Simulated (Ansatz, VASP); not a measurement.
**ZrOs3 in VASP and in Ansatz**

INCAR

```
  PREC = Accurate
  ENCUT = 520
  EDIFF = 1E-7
  ISMEAR = -1
  SIGMA = 0.05
  LREAL = F
  LASPH = T
  NELM = 80
  ALGO = Normal
  ISIF = 2
  LWAVE = F
  LCHARG = F
  GGA = PE
  NBANDS = 26
```

KPOINTS

```
Automatic mesh
0
Gamma
  7 7 7
```

The input POSCAR:

```
ZrOs3
1.0
    4.0491797022      0.0000000000      0.0000000000
    0.0000000000      4.0491797022      0.0000000000
    0.0000000000      0.0000000000      4.0491797022
Os Zr
3 1
Direct
    0.0000000000      0.5000000000      0.5000000000
    0.5000000000      0.0000000000      0.5000000000
    0.5000000000      0.5000000000      0.0000000000
    0.0000000000      0.0000000000      0.0000000000
```

The input input.yaml:

```yaml
crystal:
  lattice:
    - [4.0491797022, 0.0, 0.0]
    - [0.0, 4.0491797022, 0.0]
    - [0.0, 0.0, 4.0491797022]
  atoms:
    - { symbol: Os, position: [0.0, 0.5, 0.5] }
    - { symbol: Os, position: [0.5, 0.0, 0.5] }
    - { symbol: Os, position: [0.5, 0.5, 0.0] }
    - { symbol: Zr, position: [0.0, 0.0, 0.0] }
hamiltonian:
  xc: pbe
  pseudopotentials: { kind: paw }
kpoints:
  mp_grid: { grid: [7, 7, 7] }
scf:
  occupations: { method: fermi_dirac, width: 0.05 }
output:
  forces: true
  stress: true
  eigenvalues: true
```

Alike in both runs: task single point; functional PBE; k mesh 7 × 7 × 7; occupations fermi-dirac, width 0.05 eV; no spin polarisation.

|  | VASP | Ansatz |
| --- | --- | --- |
| version | VASP 6.6.1 | Ansatz 0.2.0 |
| potentials or method | VASP PAW PBE potentials, release 64 (Os, Zr_sv) | Ansatz PAW |
| plane-wave cutoff (eV) | 520 | 420 |
| valence electrons in the cell | 36 | 60 |

```csv
,VASP,Ansatz,Ansatz less VASP
gap on the k mesh at the Fermi level (eV),none,none,-
pressure (GPa),-11.9,-11.7,+0.20
```

A gap of «none» marks a metal or a gap that the smearing closes. The functional is the same, so the differences come from potentials, cutoffs and numerics. VASP's potentials hold 36 valence electrons a cell and Ansatz's 60, so a difference there can come from the potentials and not from the codes.

Spin-orbit coupling is off throughout.
